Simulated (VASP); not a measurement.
# NaCl (Fm-3m) in VASP: notebook

Aim: see how the results for NaCl move with the level of theory and the settings. Levels: r2SCAN0, r2SCAN. Tasks: single point, relaxation of cell and atoms.

Program: VASP 6.6.1. These are calculated values, not measurements. Logs are shortened: lines on timing, memory, paths and dates and some standing lists are left out, and cuts for length are marked.

**1. The cell of the first run**

It takes space group Fm-3m (No. 225, cubic). The conventional cell has a = 5.605 Å, b = 5.605 Å, c = 5.605 Å, α = 90.00°, β = 90.00°, γ = 90.00°. Na (site symmetry m-3m) has 6 Cl at 2.80 Å within 3.7 Å. Within 3.7 Å of Cl (site symmetry m-3m) lie 6 Na at 2.80 Å.

**2. Single point, r2SCAN0**

Input file POSCAR:

```
NaCl
1.0
    0.0000000000      2.8027320724      2.8027320724
    2.8027320724      0.0000000000      2.8027320724
    2.8027320724      2.8027320724      0.0000000000
Na Cl
1 1
Direct
    0.0000000000      0.0000000000      0.0000000000
    0.5000000000      0.5000000000      0.5000000000
```

Input file INCAR.step1:

```
ALGO = Normal ; EDIFF = 1E-5
ENCUT = 520 ; GGA = PE
ISIF = 2 ; ISMEAR = 0
LASPH = T ; LCHARG = F
LREAL = F ; LWAVE = T
NBANDS = 14 ; NELM = 100
PREC = Accurate ; SIGMA = 0.01
```

Input file INCAR.step2:

```
AEXX = 0.25 ; ALGO = Normal
EDIFF = 1E-6 ; ENCUT = 520
ISIF = 2 ; ISMEAR = 0
ISTART = 1 ; LASPH = T
LCHARG = F ; LHFCALC = T
LMIXTAU = T ; LREAL = F
LWAVE = F ; METAGGA = R2SCAN
NBANDS = 14 ; NELM = 100
PREC = Accurate ; PRECFOCK = Normal
SIGMA = 0.01
```

Input file KPOINTS:

```
k-points
0
Gamma
  6 6 6
```

Potentials or basis: VASP PAW PBE potentials, release 64 (Na_pv, Cl).

Launch:

```bash
cat potpaw_PBE.64/Na_pv/POTCAR potpaw_PBE.64/Cl/POTCAR > POTCAR
cp INCAR.step1 INCAR
mpirun -np 1 vasp_std > vasp.out
cp INCAR.step2 INCAR
mpirun -np 1 vasp_std > vasp.out
```

OUTCAR:

```text
AEXX = 0.25
   EDIFF = 1E-6
   ENCUT = 520
   ISIF = 2
   ISMEAR = 0
   ISTART = 1
   LASPH = T
   LHFCALC = T
   LREAL = F
   METAGGA = R2SCAN
   NELM = 100
   PREC = Accurate
   PRECFOCK = Normal

 ion  position               nearest neighbor table
   1  0.000  0.000  0.000-
   2  0.500  0.500  0.500-

  LATTYP: Found a face centered cubic cell.
 ALAT       =     5.6054641448

  Lattice vectors:

 A1 = (   0.0000000000,   2.8027320724,   2.8027320724)
 A2 = (   2.8027320724,   0.0000000000,   2.8027320724)
 A3 = (   2.8027320724,   2.8027320724,   0.0000000000)

Analysis of symmetry for initial positions (statically):
=====================================================================
 Subroutine PRICEL returns:
 Original cell was already a primitive cell.

 Routine SETGRP: Setting up the symmetry group for a
 face centered cubic supercell.

 Subroutine GETGRP returns: Found 48 space group operations
 (whereof 48 operations were pure point group operations)
 out of a pool of 48 trial point group operations.

The static configuration has the point symmetry O_h .

Analysis of symmetry for dynamics (positions and initial velocities):
=====================================================================
 Subroutine PRICEL returns:
 Original cell was already a primitive cell.

 Routine SETGRP: Setting up the symmetry group for a
 face centered cubic supercell.

 Subroutine GETGRP returns: Found 48 space group operations
 (whereof 48 operations were pure point group operations)
 out of a pool of 48 trial point group operations.

The dynamic configuration has the point symmetry O_h .

 Subroutine INISYM returns: Found 48 space group operations
 (whereof 48 operations are pure point group operations),
 and found     1 'primitive' translations

----------------------------------------------------------------------------------------

                                     Primitive cell

  volume of cell :      44.0326

  direct lattice vectors                    reciprocal lattice vectors
     0.000000000  2.802732072  2.802732072    -0.178397359  0.178397359  0.178397359
     2.802732072  0.000000000  2.802732072     0.178397359 -0.178397359  0.178397359
     2.802732072  2.802732072  0.000000000     0.178397359  0.178397359 -0.178397359

  length of vectors
     3.963661708  3.963661708  3.963661708     0.308993290  0.308993290  0.308993290

  position of ions in fractional coordinates (direct lattice)
[... 89 lines left out ...]
     AMIX     =   0.40;   BMIX     =  1.00
     AMIX_MAG =   1.60;   BMIX_MAG =  1.00
  volume/ion in A,a.u.               =      22.02       148.57
  Fermi-wavevector in a.u.,A,eV,Ry     =   1.117359  2.111502 16.986742  1.248490
  Thomas-Fermi vector in A             =   2.253981
   LORBIT       =      0    0 simple, 1 ext, 2 COOP (PROOUT), +10 PAW based schemes
   METAGGA = R2SCAN    functional components
   LHFCALC =     T    Hartree Fock is set to
   PRECFOCK=normal    Normal, Fast or Accurate (Low or Medium for compatibility)
   ENCUT4O =  -1.0   cutoff for four orbital integrals eV
   NKREDX  =     1    reduce k-point grid by
   NKREDY  =     1    reduce k-point grid by
   NKREDZ  =     1    reduce k-point grid by
   AEXX    =    0.2500 exact exchange contribution
   HFSCREEN=    0.0000 screening length (either q_TF or 0.3 A-1)
   HFSCREENC=   0.0000 screening length for correlation (either q_TF or 0.3 A-1)
   ENCUTFOCK=  -1.0 apply spherical cutoff to Coloumb kernel
   IVDW    =     0    specifies the selected vdW correction
   LEPSILON=     F    determine dielectric tensor
   LRPA    =     F    only Hartree local field effects (RPA)
 non-spin polarized calculation
 Gauss-broadening in eV      SIGMA  =   0.01
  energy-cutoff  :      520.00
  volume of cell :       44.03
 maximum number of plane-waves:      1243
 NGX is ok and might be reduce to    30
  NGX = 24; NGY = 24; NGZ = 24

 number of electron      14.0000003 magnetization

 Free energy of the ion-electron system (eV)
  ---------------------------------------------------
  ext. energy  EPLUGINS =         0.00000000
  ---------------------------------------------------
  free energy    TOTEN  =       -13.63719626 eV

  energy without entropy =      -13.63719626  energy(sigma->0) =      -13.63719626

 E-fermi :  -2.2464     XC(G=0):  -6.8352

 val. band max:       -2.2911419983   @ k =   0.0000   0.0000   0.0000
 cond. band min:       5.4608117231   @ k =   0.0000   0.0000   0.0000
 fundamental gap:      7.7519537214
 Fermi energy:        -2.2464268456

 k-point     1 :       0.0000    0.0000    0.0000
  band No.  band energies     occupation
      1     -25.6845      2.00000
      2     -25.6842      2.00000
      3     -25.6842      2.00000
      4     -16.5755      2.00000
      5      -2.2911      2.00000
      6      -2.2911      2.00000
      7      -2.2911      2.00000
      8       5.4608      0.00000
      9      11.4842      0.00000
     10      11.4842      0.00000
     11      11.4842      0.00000
     12      13.9217      0.00000
     13      13.9217      0.00000
     14      15.1859      0.00000
[... 241 lines left out ...]
      1     -25.7011      2.00000
      2     -25.6952      2.00000
      3     -25.6938      2.00000
      4     -16.1130      2.00000
      5      -3.9208      2.00000
      6      -3.3267      2.00000
      7      -3.0922      2.00000
      8       8.9866      0.00000
      9       9.0863      0.00000
     10      11.0106      0.00000
     11      12.8227      0.00000
     12      16.1998      0.00000
     13      17.1972      0.00000
     14      17.2841      0.00000

------------------------ aborting loop because EDIFF is reached ----------------------------------------

  FORCE on cell =-STRESS in cart. coord.  units (eV):
  Direction    XX          YY          ZZ          XY          YZ          ZX
  --------------------------------------------------------------------------------------
  -------------------------------------------------------------------------------------
  Total       -0.0800377     -0.0800377     -0.0800377     -0.0000000      0.0000000     -0.0000000
  in kB       -2.9122622     -2.9122622     -2.9122622     -0.0000000      0.0000000     -0.0000000
  external PRESSURE =      -2.9122622 kB  Pullay stress =       0.0000000 kB

 VOLUME and BASIS-vectors are now :
 -----------------------------------------------------------------------------
  energy-cutoff  :      520.00
  volume of cell :       44.03
      direct lattice vectors                 reciprocal lattice vectors
     0.000000000  2.802732072  2.802732072    -0.178397359  0.178397359  0.178397359
     2.802732072  0.000000000  2.802732072     0.178397359 -0.178397359  0.178397359
     2.802732072  2.802732072  0.000000000     0.178397359  0.178397359 -0.178397359

 POSITION                                       TOTAL-FORCE (eV/Angst)
 -----------------------------------------------------------------------------------
      0.00000      0.00000      0.00000        -0.000000      0.000000      0.000000
      2.80273      2.80273      2.80273         0.000000     -0.000000     -0.000000
 -----------------------------------------------------------------------------------
    total drift:                               -0.000000     -0.000000     -0.000000

  FREE ENERGIE OF THE ION-ELECTRON SYSTEM (eV)
  ---------------------------------------------------
  free  energy   TOTEN  =       -13.6371962644 eV

  energy  without entropy=      -13.6371962644  energy(sigma->0) =      -13.63719626
```

Run time: 29 min. Hardware: 1 thread of AMD EPYC 7R13 (Zen 3), shared host; peak memory 0.16 GiB.

What came out:

| Item | Value |
| --- | --- |
| Free energy | -13.6372 eV |
| Pressure | -0.3 GPa |
| Band gap on the k mesh | 7.75 eV |

Levels at points of the mesh, in eV from the valence-band top:
```
           k point  band 3  band 4  band 5  band 6  band 7  band 8  band 9  band 10  band 11  band 12
(0.00, 0.00, 0.00)  -23.39  -14.28    0.00    0.00    0.00    7.75   13.78    13.78    13.78    16.21
(0.50, 0.00, 0.00)  -23.39  -13.90   -2.14   -0.31   -0.31    9.77   13.76    13.79    13.79    18.05
(0.50, 0.50, 0.00)  -23.40  -13.84   -1.89   -0.68   -0.68   10.36   10.43    14.31    18.10    18.10
```

Caveat: the PAW data sets were made with another functional, which shifts forces and pressure a little.

**3. Relaxation of cell and atoms, r2SCAN**

This run uses another cell than the first one, of 23.08 Å³/atom.

Input file POSCAR:

```
NaCl
1.0
    0.0000000000      2.8470933255      2.8470933255
    2.8470933255      0.0000000000      2.8470933255
    2.8470933255      2.8470933255      0.0000000000
Na Cl
1 1
Direct
    0.0000000000      0.0000000000      0.0000000000
    0.5000000000      0.5000000000      0.5000000000
```

Input file INCAR.step1:

```
PREC = Accurate ; ENCUT = 600
ISMEAR = -1 ; SIGMA = 0.02
LREAL = F ; LASPH = T
NELM = 80 ; GGA = PE
ALGO = Normal ; EDIFF = 1E-4
LWAVE = T ; LCHARG = F
```

Input file INCAR.step2:

```
PREC = Accurate ; ENCUT = 600
EDIFF = 1E-7 ; ISMEAR = -1
SIGMA = 0.02 ; LREAL = F
LASPH = T ; NELM = 80
ALGO = Normal ; ISIF = 3
LWAVE = F ; LCHARG = F
METAGGA = R2SCAN ; LMIXTAU = T
IBRION = 2 ; NSW = 80
EDIFFG = -0.005 ; ISTART = 1
```

Input file KPOINTS:

```
regular mesh
0
Gamma
  8 8 8
```

Potentials or basis: VASP PAW PBE potentials, release 64 (Na_pv, Cl).

Launch:

```bash
cat potpaw_PBE.64/Na_pv/POTCAR potpaw_PBE.64/Cl/POTCAR > POTCAR
cp INCAR.step1 INCAR
mpirun -np 1 vasp_std > vasp.out
cp INCAR.step2 INCAR
mpirun -np 1 vasp_std > vasp.out
```

It took 5.6 min on 1 thread of Intel Xeon 8259CL, shared host; peak memory 0.19 GiB.

It converged, with:

```yaml
Free_energy: -13.7921 eV
Relaxed_volume: 21.88 Å³/atom
Relaxed_cell: a = 3.956 Å, b = 3.956 Å, c = 3.956 Å, α = 60.00°, β = 60.00°, γ = 60.00°
Space_group_after_relaxing_to_0.1_Å: Fm-3m (No. 225)
Energy_gained_by_relaxing: 5.6 meV/atom
Ionic_steps: 5
Pressure_after_relaxing: 0.0 GPa
Band_gap_on_the_k_mesh: 6.02 eV
```

The path:
```
step  energy change (eV)  largest force (eV/Å)  pressure (GPa)  volume (Å³)
   1              0.0000                0.0000           -1.34        46.16
   2             -0.0084                0.0000           -0.69        44.88
   3             -0.0109                0.0000           -0.24        44.12
   4             -0.0088                0.0000            0.79        42.62
   5             -0.0112                0.0000           -0.01        43.76
```

Final structure:
```
CELL_PARAMETERS angstrom
0.00000 2.79697 2.79697
2.79697 0.00000 2.79697
2.79697 2.79697 0.00000
ATOMIC_POSITIONS crystal
Na 0.00000 0.00000 0.00000
Cl 0.50000 0.50000 0.50000
```

Levels at points of the mesh, in eV from the valence-band top:
```
           k point  band 3  band 4  band 5  band 6  band 7  band 8  band 9  band 10  band 11
(0.00, 0.00, 0.00)  -21.48  -13.28    0.00    0.00    0.00    6.02   11.78    11.78    11.78
(0.50, 0.00, 0.00)  -21.48  -12.91   -2.00   -0.29   -0.29    7.99   11.82    11.83    11.83
(0.50, 0.50, 0.00)  -21.48  -12.86   -1.75   -0.63   -0.63    8.52    8.59    12.39    16.15
```

Caveat: the PAW data sets were made with another functional, which shifts forces and pressure a little. A k mesh can miss the band edges.
